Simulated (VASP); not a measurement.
# WC: single point with r2SCAN

Crystal: WC.

```
CELL_PARAMETERS angstrom
0.00000 2.19268 2.19268
2.19268 0.00000 2.19268
2.19268 2.19268 0.00000
ATOMIC_POSITIONS crystal
W 0.00000 0.00000 0.00000
C 0.50000 0.50000 0.50000
```

```yaml
Program: VASP 6.6.1
Task: single point
Functional: r2SCAN
Potentials_or_basis: VASP PAW PBE potentials, release 64 (W_sv, C)
Cutoff: 520 eV
k_mesh: 5 × 5 × 5
Occupations: gaussian, width 0.01 eV
Spin: no spin polarisation
```

The pressure is -4.3 GPa. The band gap on the k mesh is zero (band 9 reaches 12.95 eV, above the bottom of band 10 at 10.78 eV).

Levels at points of the mesh, in eV from the Fermi level:
| k point | band 5 | band 6 | band 7 | band 8 | band 9 | band 10 | band 11 | band 12 | band 13 | band 14 |
| --- | --- | --- | --- | --- | --- | --- | --- | --- | --- | --- |
| (0.00, 0.00, 0.00) | -17.06 | -3.25 | -3.25 | -3.25 | -1.48 | -1.48 | -1.48 | -1.45 | -1.45 | 6.68 |

It took 16 s on 1 thread of Intel(R) Xeon(R) Platinum 8375C CPU @ 2.90GHz (Ice Lake), on a shared host, peak memory 0.14 GiB.

Caveat: the k points lie up to 0.50 Å⁻¹ apart; the PAW data sets were made with another functional, which shifts forces and pressure a little; spin-orbit coupling is left out, which moves the levels of the heavy elements.
